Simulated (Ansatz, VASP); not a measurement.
**One calculation of InP2N3, two programs**

```xyz
6
Lattice="5.3296 0.0000 0.0000 -2.6648 4.6156 0.0000 0.0000 0.0000 2.6404" Properties=species:S:1:pos:R:3 pbc="T T T"
In    0.0000    0.0000    0.0000
P     0.0000    3.0770    0.0000
P     2.6648    1.5385    0.0000
N     2.6648    0.0000    1.3202
N     1.3324    2.3078    1.3202
N    -1.3324    2.3078    1.3202
```

Change from the starting cell: species swapped into the ZrCo3B2 type (P6/mmm, No. 191).

Alike in both runs: functional PBE; k mesh 6 × 6 × 6; occupations gaussian, width 0.1 eV; collinear spin.

Ansatz relaxed the structure, and its values are those at the end. VASP's run is a single point on that final structure, the one shown.

```csv
,VASP,Ansatz
version,VASP 6.6.1,Ansatz 0.2.0
potentials or method,"VASP PAW PBE potentials, release 64 (In_d, P, N), cutoff 520 eV","scalar-relativistic, plane waves, PAW"
valence electrons in the cell,38,38
```

|  | VASP | Ansatz | Ansatz less VASP |
| --- | --- | --- | --- |
| gap on the k mesh at the Fermi level (eV) | none | none | - |
| pressure (GPa) | -0.2 | 0.1 | +0.28 |
| net moment per atom (μB) | 0.00 | 0.00 | 0.000 |

A gap of «none» marks a metal or a gap that the smearing closes. The functional is the same, so the differences come from potentials, cutoffs and numerics. Ansatz's warnings: seeded moment not kept.

The k mesh is coarse, so the values compare programs but aren't converged.
